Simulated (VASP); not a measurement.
Write the native input for VASP 6.6.1 that does the following.

| Property | Result |
| --- | --- |
| Task | relaxation of cell and atoms |
| Functional | PBE |
| Potentials or basis | VASP PAW PBE potentials, release 64 (Al, Ru_pv) |
| Cutoff | 600 eV |
| k mesh | 16 × 16 × 20 |
| Occupations | gaussian, width 0.1 eV |
| Spin | no spin polarisation |
| Dipole correction | no |
| Further INCAR settings | ALGO = Fast; EDIFF = 1e-07; IBRION = 2; EDIFFG = -0.01; NSW = 100; ISIF = 3 |

The structure of AlRu lies in POSCAR:

```
AlRu
1.0
    3.5018992749      0.0000000000      0.0000000000
    0.0000000000      3.5018992749      0.0000000000
    0.0000000000      0.0000000000      2.6691164422
Al Ru
1 1
Direct
    0.0000000000      0.0000000000      0.0000000000
    0.5000000000      0.5000000000      0.0000000000
```

The cell was generated, and may not be a known phase.

The input as run:

INCAR

```
  PREC = Accurate
  ENCUT = 600
  EDIFF = 1E-7
  ISMEAR = 0
  SIGMA = 0.1
  LREAL = False
  LASPH = True
  NELM = 100
  ALGO = Fast
  ISIF = 3
  LWAVE = False
  LCHARG = False
  GGA = PE
  IBRION = 2
  NSW = 100
  EDIFFG = -0.01
```

KPOINTS

```
Automatic mesh
0
Gamma
  16 16 20
```

Potentials or basis: VASP PAW PBE potentials, release 64 (Al, Ru_pv).

Run with:

```console
$ cat potpaw_PBE.64/Al/POTCAR potpaw_PBE.64/Ru_pv/POTCAR > POTCAR
$ mpirun -np 1 vasp_std > vasp.out
```

Results of the run:

```yaml
Relaxed_volume: 16.40 Å³/atom
Relaxed_cell: a = 3.483 Å, b = 3.483 Å, c = 2.704 Å, α = 90.00°, β = 90.00°, γ = 90.00°
Space_group_after_relaxing_to_0.1_Å: P4/mmm (No. 123)
Energy_gained_by_relaxing: 0.3 meV/atom
Ionic_steps: 11
Pressure_after_relaxing: 0.0 GPa
Band_gap_on_the_k_mesh: zero (an odd number of electrons rules out a gap without spin polarisation)
```

Wall time 30 min on 1 thread of Intel Xeon 8259CL (shared host), peak memory 0.4 GiB.
